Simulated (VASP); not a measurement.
# AlN (wurtzite to rock salt path) in VASP: a series of runs

Runs on AlN (wurtzite to rock salt path). Level: PBEsol. Tasks: single point, relaxation of volume and atoms at fixed shape.

Everything below comes from runs of VASP 6.6.1. Logs are shortened: lines on timing, memory, paths and dates and some standing lists are left out, and cuts for length are marked.

### 1 The cell of the first run

The structure is orthorhombic, space group Cmcm (No. 63). Conventional cell: a = 3.452 Å, b = 5.522 Å, c = 3.797 Å, α = 90.00°, β = 90.00°, γ = 90.00°. Within 2.5 Å of Al (site symmetry m2m) lie 5 N at 1.90 to 1.92 Å. N (site symmetry m2m) has 5 Al at 1.90 to 1.92 Å within 2.5 Å.

### 2 Single point, PBEsol

Input file INCAR:

```
SYSTEM = AlN
  ALGO = Normal
  EDIFF = 1E-6
  ENCUT = 520
  GGA = PS
  ISIF = 2
  ISMEAR = 0
  LASPH = .TRUE.
  LCHARG = .FALSE.
  LREAL = .FALSE.
  LWAVE = .FALSE.
  NBANDS = 16
  NELM = 100
  PREC = Accurate
  SIGMA = 0.01
```

Input file KPOINTS:

```
k-points
0
G
  9 9 7
  0 0 0
```

Input file POSCAR:

```
AlN
1.0
    1.7257531210     -2.7612049934      0.0000000000
    1.7257531210      2.7612049934      0.0000000000
    0.0000000000      0.0000000000      3.7966568660
Al N
2 2
Direct
   -0.0093168803      0.0093168803     -0.0039993239
    0.6471310880      0.3528689120      0.4960006761
   -0.0059873636      0.0059873636      0.4959993239
    0.6438015713      0.3561984287      0.9959993239
```

Potentials or basis: VASP PAW PBE potentials, release 64 (Al, N).

On the command line:

```console
> cat potpaw_PBE.64/Al/POTCAR potpaw_PBE.64/N/POTCAR > POTCAR
> mpirun -np 1 vasp_std > vasp.out
```

OUTCAR:

```text
SYSTEM = AlN
   EDIFF = 1E-6
   ENCUT = 520
   GGA = PS
   ISIF = 2
   ISMEAR = 0
   LASPH = .TRUE.
   LREAL = .FALSE.
   NELM = 100
   PREC = Accurate

 ion  position               nearest neighbor table
   1  0.991  0.009  0.996-   3 1.90   3 1.90   4 1.92   4 1.92   4 1.92   2 2.68   2 2.68   2 2.71
                             2 2.71   2 2.71   2 2.71
   2  0.647  0.353  0.496-   4 1.90   4 1.90   3 1.92   3 1.92   3 1.92   1 2.68   1 2.68   1 2.71
                             1 2.71   1 2.71   1 2.71
   3  0.994  0.006  0.496-   1 1.90   1 1.90   2 1.92   2 1.92   2 1.92
   4  0.644  0.356  0.996-   2 1.90   2 1.90   1 1.92   1 1.92   1 1.92

  LATTYP: Found a base centered orthorhombic cell.
 ALAT       =     3.4515062420
 B/A-ratio  =     1.5999999999
 C/A-ratio  =     1.0999999999

  Lattice vectors:

 A1 = (   1.7257531210,  -2.7612049934,   0.0000000000)
 A2 = (   1.7257531210,   2.7612049934,   0.0000000000)
 A3 = (   0.0000000000,   0.0000000000,   3.7966568660)

Analysis of symmetry for initial positions (statically):
=====================================================================
 Subroutine PRICEL returns:
 Original cell was already a primitive cell.

 Routine SETGRP: Setting up the symmetry group for a
 base centered orthorhombic supercell.

 Subroutine GETGRP returns: Found  8 space group operations
 (whereof  2 operations were pure point group operations)
 out of a pool of  8 trial point group operations.

The static configuration has the point symmetry C_1h.
 The point group associated with its full space group is D_2h.

Analysis of symmetry for dynamics (positions and initial velocities):
=====================================================================
 Subroutine PRICEL returns:
 Original cell was already a primitive cell.

 Routine SETGRP: Setting up the symmetry group for a
 base centered orthorhombic supercell.

 Subroutine GETGRP returns: Found  8 space group operations
 (whereof  2 operations were pure point group operations)
 out of a pool of  8 trial point group operations.

The dynamic configuration has the point symmetry C_1h.
 The point group associated with its full space group is D_2h.

 Subroutine INISYM returns: Found  8 space group operations
 (whereof  2 operations are pure point group operations),
 and found     1 'primitive' translations

----------------------------------------------------------------------------------------

                                     Primitive cell
[... 92 lines left out ...]
   LASPH  =      T    aspherical Exc in radial PAW
   ENCUT  =  520.0 eV  38.22 Ry    6.18 a.u.   6.05  6.05  7.06*2*pi/ulx,y,z
   NELM   =    100;   NELMIN=  2; NELMDL= -5     # of ELM steps
   EDIFF  = 0.1E-05   stopping-criterion for ELM
   LREAL  =      F    real-space projection
   EDIFFG = 0.1E-04   stopping-criterion for IOM
   NSW    =      0    number of steps for IOM
   IBRION =     -1    ionic relax: 0-MD 1-quasi-New 2-CG
   NFREE  =      0    steps in history (QN), initial steepest desc. (CG)
   ISIF   =      2    stress and relaxation
   ISYM   =      2    0-nonsym 1-usesym 2-fastsym
   POTIM  = 0.5000    time-step for ionic-motion
   TEBEG  =    0.0;   TEEND  =   0.0 temperature during run
   PSTRESS=    0.0 pullay stress
   NELECT =      16.0000    total number of electrons
   NUPDOWN=      -1.0000    fix difference up-down
   EMIN   =  10.00;   EMAX   =-10.00  energy-range for DOS
   EFERMI =   0.00;   METHOD = LEGACY
   ISMEAR =     0;   SIGMA  =   0.01  broadening in eV -4-tet -1-fermi 0-gaus
   EFERMI_NEDOS =   21; number of points for ismear=-14 and -15
   IALGO  =     38    algorithm
   IMIX   =      4    mixing-type and parameters
     AMIX     =   0.40;   BMIX     =  1.00
     AMIX_MAG =   1.60;   BMIX_MAG =  1.00
  volume/ion in A,a.u.               =       9.05        61.04
  Fermi-wavevector in a.u.,A,eV,Ry     =   1.247226  2.356916 21.164863  1.555574
  Thomas-Fermi vector in A             =   2.381368
   LORBIT       =      0    0 simple, 1 ext, 2 COOP (PROOUT), +10 PAW based schemes
   GGA     = PS    functional components
   LHFCALC =     F    Hartree Fock is set to
   AEXX    =    0.0000 exact exchange contribution
   IVDW    =     0    specifies the selected vdW correction
   LEPSILON=     F    determine dielectric tensor
   LRPA    =     F    only Hartree local field effects (RPA)
 non-spin polarized calculation
 Gauss-broadening in eV      SIGMA  =   0.01
  energy-cutoff  :      520.00
  volume of cell :       36.18
 maximum number of plane-waves:       992
   NGX = 13   NGY = 13   NGZ = 15

 number of electron      15.9999999 magnetization

 Free energy of the ion-electron system (eV)
  ---------------------------------------------------
  ext. energy  EPLUGINS =         0.00000000
  ---------------------------------------------------
  free energy    TOTEN  =       -30.57034871 eV

  energy without entropy =      -30.57034871  energy(sigma->0) =      -30.57034871

 E-fermi :   8.5747     XC(G=0): -11.7615

 val. band max:        8.4416104010   @ k =   0.0000   0.0000   0.0000
 cond. band min:      12.4803692985   @ k =  -0.4444   0.4444   0.0000
 fundamental gap:      4.0387588976
 Fermi energy:         8.5746651899

 k-point     1 :       0.0000    0.0000    0.0000
  band No.  band energies     occupation
      1      -8.6546      2.00000
      2      -4.0030      2.00000
      3       1.7076      2.00000
      4       4.6390      2.00000
      5       5.3863      2.00000
      6       7.2323      2.00000
[... 433 lines left out ...]
      3       1.9212      2.00000
      4       3.4446      2.00000
      5       3.9298      2.00000
      6       5.4022      2.00000
[... 8 lines left out ...]
     15      21.9915      0.00000
     16      23.9309      0.00000

 [... further k-points ...]
[... 5 lines left out ...]
  --------------------------------------------------------------------------------------
  -------------------------------------------------------------------------------------
  Total        1.5569823      3.0008531      8.9971455      0.0000000      0.0000000      0.0000000
  in kB       68.9422733    132.8760339    398.3883801      0.0000000      0.0000000      0.0000000
  external PRESSURE =     200.0688958 kB  Pullay stress =       0.0000000 kB

 VOLUME and BASIS-vectors are now :
 -----------------------------------------------------------------------------
  energy-cutoff  :      520.00
  volume of cell :       36.18
      direct lattice vectors                 reciprocal lattice vectors
     1.725753121 -2.761204993  0.000000000     0.289728579 -0.181080362  0.000000000
     1.725753121  2.761204993  0.000000000     0.289728579  0.181080362  0.000000000
     0.000000000  0.000000000  3.796656866     0.000000000  0.000000000  0.263389618

 POSITION                                       TOTAL-FORCE (eV/Angst)
 -----------------------------------------------------------------------------------
      1.72575     -2.70975      3.78147         0.000000     -0.000841      0.000000
      1.72575     -0.81252      1.88314         0.000000      0.000841      0.000000
      1.72575     -2.72814      1.88314         0.000000     -0.001308      0.000000
      1.72575     -0.79413      3.78147         0.000000      0.001308      0.000000
 -----------------------------------------------------------------------------------
    total drift:                                0.000000     -0.000030      0.007150

  FREE ENERGIE OF THE ION-ELECTRON SYSTEM (eV)
  ---------------------------------------------------
  free  energy   TOTEN  =       -30.5703487109 eV

  energy  without entropy=      -30.5703487109  energy(sigma->0) =      -30.57034871
```

stdout:

```text
POSCAR found type information on POSCAR AlN
 POSCAR found :  2 types and       4 ions
 scaLAPACK will be used
 -----------------------------------------------------------------------------
|                                                                             |
|                                                                             |
|     You enforced a specific xc type in the INCAR file but a different       |
|     I HOPE YOU KNOW WHAT YOU ARE DOING!                                     |
|                                                                             |
 -----------------------------------------------------------------------------

 LDA part: xc-table for (Slater+PW92), standard interpolation
 POSCAR, INCAR and KPOINTS ok, starting setup
 FFT: planning ... GRIDC
 FFT: planning ... GRID_SOFT
 FFT: planning ... GRID
 WAVECAR not read
 entering main loop
```

It took 22 s on 1 thread of AMD EPYC 9R45 (Zen 5), shared host; peak memory 0.14 GiB.

What came out:

- Free energy: -30.5703 eV
- Pressure: 20.0 GPa
- Band gap on the k mesh: 4.04 eV, indirect (least direct gap 4.05 eV)

Levels at points of the mesh, in eV from the valence-band top:
```
           k point  band 4  band 5  band 6  band 7  band 8  band 9  band 10  band 11  band 12  band 13
(0.00, 0.00, 0.00)   -3.80   -3.06   -1.21   -1.02    0.00    4.05     5.21     7.85     9.70    11.70
```

Caveat: the PAW data sets were made with another functional, which shifts forces and pressure a little. A k mesh can miss the band edges.

### 3 Relaxation of volume and atoms at fixed shape, PBEsol, target pressure 20 GPa, at which the enthalpy is minimised

This run uses another cell than the first one, of 9.11 Å³/atom, 1.007 times its volume.

Input file INCAR:

```
SYSTEM = AlN
PREC = Accurate
ENCUT = 600
EDIFF = 1E-6
ISMEAR = 0
SIGMA = 0.01
LREAL = .FALSE.
LASPH = .TRUE.
NELM = 100
ALGO = Normal
ISIF = 8
LWAVE = .FALSE.
LCHARG = .FALSE.
GGA = PS
IBRION = 2
NSW = 70
EDIFFG = -0.01
PSTRESS = 200.0
```

Input file KPOINTS:

```
regular mesh
0
G
  9 9 7
  0 0 0
```

Input file POSCAR:

```
AlN
1.0
    1.7300167395     -2.7680267831      0.0000000000
    1.7300167395      2.7680267831      0.0000000000
    0.0000000000      0.0000000000      3.8060368268
Al N
2 2
Direct
    0.0000000000      0.0000000000      0.0000000000
    0.6378142077      0.3621857923      0.5000000000
    0.0000000000      0.0000000000      0.4920000000
    0.6378142077      0.3621857923      0.9920000000
```

Potentials or basis: VASP PAW PBE potentials, release 64 (Al, N).

On the command line:

```console
> cat potpaw_PBE.64/Al/POTCAR potpaw_PBE.64/N/POTCAR > POTCAR
> mpirun -np 1 vasp_std > vasp.out
```

Run time: 1.7 min. Hardware: 1 thread of AMD EPYC 9R45 (Zen 5), shared host; peak memory 0.16 GiB.

It converged, with:

* Free energy: -30.5711 eV
* Relaxed volume: 9.04 Å³/atom
* Relaxed cell: a = 3.255 Å, b = 3.255 Å, c = 3.796 Å, α = 90.00°, β = 90.00°, γ = 115.99°
* Space group after relaxing (to 0.05 Å): Cmcm (No. 63)
* Energy change on relaxing (the enthalpy is what falls): -16.0 meV/atom
* Ionic steps: 10
* Pressure after relaxing: 20.1 GPa
* Largest force after relaxing: 0.005 eV/Å
* Band gap on the k mesh: 4.04 eV, indirect (least direct gap 4.06 eV)

Forces on the atoms (eV/Å):
```
Al   0.000 -0.001  0.005
Al   0.000  0.001  0.005
N    0.000  0.000 -0.005
N    0.000  0.000 -0.005
```

Stress tensor (GPa, compression positive):
```
 6.94  0.00  0.00
 0.00 13.29  0.00
 0.00  0.00 39.95
```

The path:
| step | energy change (eV) | largest force (eV/Å) | pressure (GPa) | volume (Å³) |
| --- | --- | --- | --- | --- |
| 1 | 0.0000 | 1.0771 | 18.07 | 36.45 |
| 2 | -0.0198 | 0.3266 | 22.51 | 35.88 |
| 3 | -0.0342 | 0.2628 | 21.61 | 35.96 |
| 4 | -0.0896 | 0.1409 | 18.35 | 36.38 |
| 5 | -0.0716 | 0.0654 | 19.55 | 36.23 |
| 6 | -0.0602 | 0.0485 | 20.32 | 36.13 |
| 7 | -0.0614 | 0.0473 | 20.23 | 36.14 |
| 8 | -0.0649 | 0.0153 | 20.01 | 36.17 |
| 9 | -0.0659 | 0.0121 | 19.94 | 36.18 |
| 10 | -0.0642 | 0.0051 | 20.06 | 36.16 |

Final structure:
```yaml
crystal:
  lattice:
    - [1.72541, -2.76066, 0.00000]
    - [1.72541, 2.76066, 0.00000]
    - [0.00000, 0.00000, 3.79590]
  atoms:
    - { symbol: Al, position: [0.99068, 0.00932, 0.99596] }
    - { symbol: Al, position: [0.64714, 0.35286, 0.49596] }
    - { symbol: N, position: [0.99404, 0.00596, 0.49604] }
    - { symbol: N, position: [0.64378, 0.35622, 0.99604] }
```

Levels at points of the mesh, in eV from the valence-band top:
```csv
k point,band 6,band 7,band 8,band 9,band 10,band 11
"(0.00, 0.00, 0.00)",-1.21,-1.02,0.00,4.06,5.21,7.85
```

Caveat: the cell is relaxed towards a set pressure, so the enthalpy falls and the energy may rise; the PAW data sets were made with another functional, which shifts forces and pressure a little.
